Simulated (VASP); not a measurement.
# InSb (I-4m2) in VASP: further runs

InSb is run at these levels: r2SCAN; tasks: single point.

Program: VASP 6.6.1. These are calculated values, not measurements. Logs are shortened: lines on timing, memory, paths and dates and some standing lists are left out, and cuts for length are marked.

### Step 1. The cell of the first run

Symmetry: I-4m2, No. 119, tetragonal system. Conventional cell: a = 4.947 Å, b = 4.947 Å, c = 5.960 Å, α = 90.00°, β = 90.00°, γ = 90.00°. Within 3.8 Å of In (site symmetry -4m2) lie 4 Sb at 2.89 Å. Sb (site symmetry -4m2) has 4 In at 2.89 Å within 3.8 Å.

### Step 2. Single point, r2SCAN (strain +0.080 along x and y, -0.080 along z)

The input, POSCAR:

```
InSb
1.0
    0.0000000000      3.4982280000      2.9799720000
    3.4982280000      0.0000000000      2.9799720000
    3.4982280000      3.4982280000      0.0000000000
In Sb
1 1
Direct
    0.0000000000      0.0000000000      0.0000000000
    0.7500000000      0.7500000000      0.7500000000
```

The input, INCAR.step1:

```
  ALGO = Normal
  EDIFF = 1E-4
  ENCUT = 520
  GGA = PE
  ISMEAR = 0
  LASPH = True
  LCHARG = False
  LREAL = False
  LWAVE = True
  NBANDS = 16
  NELM = 80
  PREC = Accurate
  SIGMA = 0.03
```

The input, INCAR.step2:

```
  ALGO = Normal
  EDIFF = 1E-6
  ENCUT = 520
  ISIF = 2
  ISMEAR = 0
  ISTART = 1
  LASPH = True
  LCHARG = False
  LMIXTAU = True
  LREAL = False
  LWAVE = False
  METAGGA = R2SCAN
  NBANDS = 16
  NELM = 80
  PREC = Accurate
  SIGMA = 0.03
```

The input, KPOINTS:

```
k-points
0
Gamma
  10 10 10
```

Potentials or basis: VASP PAW PBE potentials, release 64 (In_d, Sb).

Started as:

```console
cat potpaw_PBE.64/In_d/POTCAR potpaw_PBE.64/Sb/POTCAR > POTCAR
cp INCAR.step1 INCAR
mpirun -np 1 vasp_std > vasp.out
cp INCAR.step2 INCAR
mpirun -np 1 vasp_std > vasp.out
```

OUTCAR:

```text
EDIFF = 1E-6
   ENCUT = 520
   ISIF = 2
   ISMEAR = 0
   ISTART = 1
   LASPH = True
   LREAL = False
   METAGGA = R2SCAN
   NELM = 80
   PREC = Accurate

 ion  position               nearest neighbor table
   1  0.000  0.000  0.000-   2 2.89   2 2.89   2 2.89   2 2.89
   2  0.750  0.750  0.750-   1 2.89   1 2.89   1 2.89   1 2.89

  LATTYP: Found a body centered tetragonal cell.
 ALAT       =     4.9472414819
 C/A-ratio  =     1.2047004420

  Lattice vectors:

 A1 = (   0.0000000000,  -3.4982280000,  -2.9799720000)
 A2 = (   0.0000000000,   3.4982280000,  -2.9799720000)
 A3 = (   3.4982280000,   0.0000000000,   2.9799720000)

Analysis of symmetry for initial positions (statically):
=====================================================================
 Subroutine PRICEL returns:
 Original cell was already a primitive cell.

 Routine SETGRP: Setting up the symmetry group for a
 body centered tetragonal supercell.

 Subroutine GETGRP returns: Found  8 space group operations
 (whereof  8 operations were pure point group operations)
 out of a pool of 16 trial point group operations.

The static configuration has the point symmetry D_2d.

Analysis of symmetry for dynamics (positions and initial velocities):
=====================================================================
 Subroutine PRICEL returns:
 Original cell was already a primitive cell.

 Routine SETGRP: Setting up the symmetry group for a
 body centered tetragonal supercell.

 Subroutine GETGRP returns: Found  8 space group operations
 (whereof  8 operations were pure point group operations)
 out of a pool of 16 trial point group operations.

The dynamic configuration has the point symmetry D_2d.

 Subroutine INISYM returns: Found  8 space group operations
 (whereof  8 operations are pure point group operations),
 and found     1 'primitive' translations

----------------------------------------------------------------------------------------

                                     Primitive cell

  volume of cell :      72.9354

  direct lattice vectors                    reciprocal lattice vectors
     0.000000000  3.498228000  2.979972000    -0.142929506  0.142929506  0.167786811
     3.498228000  0.000000000  2.979972000     0.142929506 -0.142929506  0.167786811
     3.498228000  3.498228000  0.000000000     0.142929506  0.142929506 -0.167786811

  length of vectors
     4.595414264  4.595414264  4.947241482     0.262697738  0.262697738  0.262697738

  position of ions in fractional coordinates (direct lattice)
     0.000000000  0.000000000  0.000000000
     0.750000000  0.750000000  0.750000000

  ion indices of the primitive-cell ions
   primitive index   ion index
                 1           1
                 2           2

----------------------------------------------------------------------------------------

 KPOINTS: k-points

Automatic generation of k-mesh.
 Grid dimensions read from file:
 generate k-points for:   10   10   10

 Generating k-lattice:

  Cartesian coordinates                     Fractional coordinates (reciprocal lattice)
    -0.014292951  0.014292951  0.016778681     0.100000000 -0.000000000  0.000000000
     0.014292951 -0.014292951  0.016778681    -0.000000000  0.100000000  0.000000000
     0.014292951  0.014292951 -0.016778681     0.000000000  0.000000000  0.100000000

  Length of vectors
     0.026269774  0.026269774  0.026269774

  Shift w.r.t. Gamma in fractional coordinates (k-lattice)
     0.000000000  0.000000000  0.000000000

 Subroutine IBZKPT returns following result:
 ===========================================

 Found    102 irreducible k-points:

 Following reciprocal coordinates:
            Coordinates               Weight
  0.000000  0.000000  0.000000      1.000000
  0.100000  0.000000  0.000000      8.000000
  0.200000  0.000000  0.000000      8.000000
  0.300000 -0.000000  0.000000      8.000000
  0.400000 -0.000000  0.000000      8.000000
  0.500000 -0.000000  0.000000      4.000000
[... 16 lines left out ...]
  0.300000  0.300000  0.000000      2.000000
  0.400000  0.300000  0.000000      8.000000
 [... further k-points ...]
   k-points           NKPTS =    102   k-points in BZ     NKDIM =    102   number of bands    NBANDS=     16
   number of dos      NEDOS =    301   number of ions     NIONS =      2
   total plane-waves  NPLWV =  51840
   dimension x,y,z NGX =    36 NGY =   36 NGZ =   40
   dimension x,y,z NGXF=    72 NGYF=   72 NGZF=   80
   ions per type =               1   1
   NGX,Y,Z   is equivalent  to a cutoff of  13.02, 13.02, 13.44 a.u.
   NGXF,Y,Z  is equivalent  to a cutoff of  26.05, 26.05, 26.88 a.u.
 SYSTEM =  unknown system
   PREC   = accura    normal or accurate (medium, high low for compatibility)
   ISTART =      1    job   : 0-new  1-cont  2-samecut
   ICHARG =      0    charge: 1-file 2-atom 10-const
   ISPIN  =      1    spin polarized calculation?
   LNONCOLLINEAR =      F non collinear calculations
   LSORBIT =      F    spin-orbit coupling
   LASPH  =      T    aspherical Exc in radial PAW
   ENCUT  =  520.0 eV  38.22 Ry    6.18 a.u.   8.54  8.54  9.20*2*pi/ulx,y,z
   NELM   =     80;   NELMIN=  2; NELMDL=  0     # of ELM steps
   EDIFF  = 0.1E-05   stopping-criterion for ELM
   LREAL  =      F    real-space projection
   EDIFFG = 0.1E-04   stopping-criterion for IOM
   NSW    =      0    number of steps for IOM
   IBRION =     -1    ionic relax: 0-MD 1-quasi-New 2-CG
   NFREE  =      0    steps in history (QN), initial steepest desc. (CG)
   ISIF   =      2    stress and relaxation
   ISYM   =      2    0-nonsym 1-usesym 2-fastsym
   POTIM  = 0.5000    time-step for ionic-motion
   TEBEG  =    0.0;   TEEND  =   0.0 temperature during run
   PSTRESS=    0.0 pullay stress
   NELECT =      18.0000    total number of electrons
   NUPDOWN=      -1.0000    fix difference up-down
   EMIN   =  10.00;   EMAX   =-10.00  energy-range for DOS
   EFERMI =   0.00;   METHOD = LEGACY
   ISMEAR =     0;   SIGMA  =   0.03  broadening in eV -4-tet -1-fermi 0-gaus
   EFERMI_NEDOS =   21; number of points for ismear=-14 and -15
   IALGO  =     38    algorithm
   IMIX   =      4    mixing-type and parameters
     AMIX     =   0.40;   BMIX     =  1.00
     AMIX_MAG =   1.60;   BMIX_MAG =  1.00
  volume/ion in A,a.u.               =      36.47       246.10
  Fermi-wavevector in a.u.,A,eV,Ry     =   1.026880  1.940521 14.347095  1.054482
  Thomas-Fermi vector in A             =   2.160795
   LORBIT       =      0    0 simple, 1 ext, 2 COOP (PROOUT), +10 PAW based schemes
   METAGGA = R2SCAN    functional components
   LHFCALC =     F    Hartree Fock is set to
   AEXX    =    0.0000 exact exchange contribution
   IVDW    =     0    specifies the selected vdW correction
   LEPSILON=     F    determine dielectric tensor
   LRPA    =     F    only Hartree local field effects (RPA)
 non-spin polarized calculation
 Gauss-broadening in eV      SIGMA  =   0.03
  energy-cutoff  :      520.00
  volume of cell :       72.94
 maximum number of plane-waves:      1984
 NGX is ok and might be reduce to    36
   NGX = 17   NGY = 17   NGZ = 19

 number of electron      18.0000001 magnetization

 Free energy of the ion-electron system (eV)
  ---------------------------------------------------
  ext. energy  EPLUGINS =         0.00000000
  ---------------------------------------------------
  free energy    TOTEN  =       -48.66072655 eV

  energy without entropy =      -48.66072655  energy(sigma->0) =      -48.66072655

 E-fermi :   4.4416     XC(G=0):  -8.9485

 val. band max:        4.2821707438   @ k =   0.1000   0.0000   0.0000
 cond. band min:       4.5942259680   @ k =   0.0000   0.0000   0.0000
 fundamental gap:      0.3120552241
 Fermi energy:         4.4415637066

 k-point     1 :       0.0000    0.0000    0.0000
  band No.  band energies     occupation
      1     -10.7764      2.00000
      2     -10.7764      2.00000
      3     -10.7452      2.00000
      4     -10.7110      2.00000
      5     -10.6737      2.00000
      6      -6.4269      2.00000
[... 8 lines left out ...]
     15      11.6916      0.00000
     16      12.7533      0.00000

 k-point     2 :       0.1000    0.0000    0.0000
  band No.  band energies     occupation
      1     -10.7776      2.00000
      2     -10.7747      2.00000
      3     -10.7462      2.00000
      4     -10.7112      2.00000
      5     -10.6733      2.00000
      6      -6.3402      2.00000
[... 8 lines left out ...]
     15      11.4282      0.00000
     16      12.1246      0.00000

 k-point     3 :       0.2000    0.0000    0.0000
  band No.  band energies     occupation
      1     -10.7825      2.00000
      2     -10.7702      2.00000
      3     -10.7469      2.00000
      4     -10.7115      2.00000
      5     -10.6720      2.00000
      6      -6.0910      2.00000
[... 8 lines left out ...]
     15      11.4566      0.00000
     16      12.4723      0.00000

 k-point     4 :       0.3000   -0.0000    0.0000
  band No.  band energies     occupation
      1     -10.7912      2.00000
      2     -10.7653      2.00000
      3     -10.7453      2.00000
      4     -10.7116      2.00000
      5     -10.6698      2.00000
      6      -5.7212      2.00000
[... 8 lines left out ...]
     15      12.1642      0.00000
     16      12.8246      0.00000

 k-point     5 :       0.4000   -0.0000    0.0000
  band No.  band energies     occupation
      1     -10.7993      2.00000
      2     -10.7617      2.00000
      3     -10.7433      2.00000
      4     -10.7114      2.00000
      5     -10.6675      2.00000
      6      -5.3382      2.00000
[... 8 lines left out ...]
     15      13.1511      0.00000
     16      13.3739      0.00000

 k-point     6 :       0.5000   -0.0000    0.0000
  band No.  band energies     occupation
      1     -10.8026      2.00000
      2     -10.7605      2.00000
      3     -10.7425      2.00000
      4     -10.7112      2.00000
      5     -10.6665      2.00000
      6      -5.1578      2.00000
[... 8 lines left out ...]
     15      12.9820      0.00000
     16      14.4459      0.00000

 k-point     7 :       0.1000    0.1000    0.0000
  band No.  band energies     occupation
      1     -10.7730      2.00000
      2     -10.7730      2.00000
      3     -10.7537      2.00000
      4     -10.7126      2.00000
      5     -10.6723      2.00000
      6      -6.2913      2.00000
[... 8 lines left out ...]
     15      11.8298      0.00000
     16      12.9394      0.00000

 k-point     8 :       0.2000    0.1000    0.0000
  band No.  band energies     occupation
      1     -10.7751      2.00000
      2     -10.7685      2.00000
      3     -10.7577      2.00000
      4     -10.7142      2.00000
      5     -10.6705      2.00000
      6      -6.0775      2.00000
[... 8 lines left out ...]
     15      11.9620      0.00000
     16      12.4782      0.00000

 k-point     9 :       0.3000    0.1000    0.0000
  band No.  band energies     occupation
      1     -10.7869      2.00000
      2     -10.7634      2.00000
      3     -10.7527      2.00000
      4     -10.7152      2.00000
      5     -10.6682      2.00000
      6      -5.7326      2.00000
[... 8 lines left out ...]
     15      12.4147      0.00000
     16      12.6027      0.00000
[... 172 lines left out ...]
 k-point    19 :       0.5000    0.2000    0.0000
  band No.  band energies     occupation
      1     -10.8078      2.00000
      2     -10.7521      2.00000
      3     -10.7444      2.00000
      4     -10.7185      2.00000
      5     -10.6643      2.00000
      6      -4.9318      2.00000
[... 8 lines left out ...]
     15      14.2014      0.00000
     16      14.3988      0.00000

 k-point    20 :      -0.4000    0.2000    0.0000
  band No.  band energies     occupation
      1     -10.8074      2.00000
      2     -10.7533      2.00000
      3     -10.7420      2.00000
      4     -10.7154      2.00000
      5     -10.6665      2.00000
      6      -4.9532      2.00000
[... 8 lines left out ...]
     15      12.7372      0.00000
     16      14.4563      0.00000

 k-point    21 :      -0.3000    0.2000    0.0000
  band No.  band energies     occupation
      1     -10.8025      2.00000
      2     -10.7572      2.00000
      3     -10.7407      2.00000
      4     -10.7121      2.00000
      5     -10.6695      2.00000
      6      -5.2625      2.00000
[... 8 lines left out ...]
     15      11.6037      0.00000
     16      13.7863      0.00000

 k-point    22 :      -0.2000    0.2000    0.0000
  band No.  band energies     occupation
      1     -10.7959      2.00000
      2     -10.7629      2.00000
      3     -10.7401      2.00000
      4     -10.7101      2.00000
      5     -10.6718      2.00000
      6      -5.6412      2.00000
[... 8 lines left out ...]
     15      12.3903      0.00000
     16      12.8448      0.00000

 k-point    23 :       0.3000    0.3000    0.0000
  band No.  band energies     occupation
      1     -10.8012      2.00000
      2     -10.7518      2.00000
      3     -10.7518      2.00000
      4     -10.7233      2.00000
      5     -10.6635      2.00000
      6      -5.3154      2.00000
[... 8 lines left out ...]
     15      12.9267      0.00000
     16      15.0139      0.00000

 k-point    24 :       0.4000    0.3000    0.0000
  band No.  band energies     occupation
      1     -10.8116      2.00000
      2     -10.7471      2.00000
      3     -10.7463      2.00000
      4     -10.7254      2.00000
      5     -10.6618      2.00000
      6      -4.9726      2.00000
[... 8 lines left out ...]
     15      13.7358      0.00000
     16      15.2448      0.00000

 [... further k-points ...]

------------------------ aborting loop because EDIFF is reached ----------------------------------------

  FORCE on cell =-STRESS in cart. coord.  units (eV):
  Direction    XX          YY          ZZ          XY          YZ          ZX
  --------------------------------------------------------------------------------------
  -------------------------------------------------------------------------------------
  Total       -1.3010021     -1.3010021      0.3222496      0.0000000      0.0000000      0.0000000
  in kB      -28.5792070    -28.5792070      7.0788795      0.0000000      0.0000000      0.0000000
  external PRESSURE =     -16.6931781 kB  Pullay stress =       0.0000000 kB

 VOLUME and BASIS-vectors are now :
 -----------------------------------------------------------------------------
  energy-cutoff  :      520.00
  volume of cell :       72.94
      direct lattice vectors                 reciprocal lattice vectors
     0.000000000  3.498228000  2.979972000    -0.142929506  0.142929506  0.167786811
     3.498228000  0.000000000  2.979972000     0.142929506 -0.142929506  0.167786811
     3.498228000  3.498228000  0.000000000     0.142929506  0.142929506 -0.167786811

 POSITION                                       TOTAL-FORCE (eV/Angst)
 -----------------------------------------------------------------------------------
      0.00000      0.00000      0.00000         0.000000      0.000000     -0.000000
      5.24734      5.24734      4.46996        -0.000000     -0.000000      0.000000
 -----------------------------------------------------------------------------------
    total drift:                                0.000004      0.000004     -0.000012

  FREE ENERGIE OF THE ION-ELECTRON SYSTEM (eV)
  ---------------------------------------------------
  free  energy   TOTEN  =       -48.6607265479 eV

  energy  without entropy=      -48.6607265479  energy(sigma->0) =      -48.66072655
```

Wall time 10 min (1 thread of Intel Xeon 8259CL, shared host); peak memory 0.32 GiB.

What came out:

| Quantity | Value |
| --- | --- |
| Free energy | -48.6607 eV |
| Pressure | -1.7 GPa |
| Band gap on the k mesh | 0.31 eV (least direct gap 0.61 eV) |

Caveat: the cell differs from its parent crystal (strain +0.080 along x and y, -0.080 along z); semilocal functionals underestimate gaps, and a narrow one can read as zero; the PAW data sets were made with another functional, which shifts forces and pressure a little; spin-orbit coupling is left out, which moves the levels of the heavy elements.

(Continued in part 2 of 2.)
